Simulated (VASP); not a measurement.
Runs of VASP 6.6.1 on CdS. The structure is that of space group Fm-3m (No. 225), or close to it. The cells are those of the table. 

```csv
task,level,cell,k mesh,cutoff (eV),smearing,ions in elastic constants,gap on the mesh (eV),pressure (GPa)
single point,r2SCAN,"a = 3.886 Å, angles 60.0°, 2 atoms",12 × 12 × 12,520,gaussian 0.01 eV,-,0.73,(a)
single point,PBE,"a = 3.886 Å, angles 60.0°, 2 atoms",12 × 12 × 12,520,gaussian 0.01 eV,-,0.25,0.4
relaxation of cell and atoms,PBE,"relaxed from a = 3.894 Å, angles 60.0°, 2 atoms",12 × 12 × 12,600,gaussian 0.01 eV,-,0.25,0.0
single point,PBE,"a = 3.894 Å, angles 60.0°, 2 atoms",6 × 6 × 6,520,gaussian 0.1 eV,-,0.25,0.0
```

Alike in all rows: potentials or basis VASP PAW PBE potentials, release 64 (Cd, S); no spin polarisation.

Problem. Fill in the values left out.

Solution. (a) -1.4.

Caveats: the PAW data sets were made with another functional, which shifts forces and pressure a little (some runs).

A k mesh can miss the band edges, and the runs leave out spin-orbit coupling on Cd.
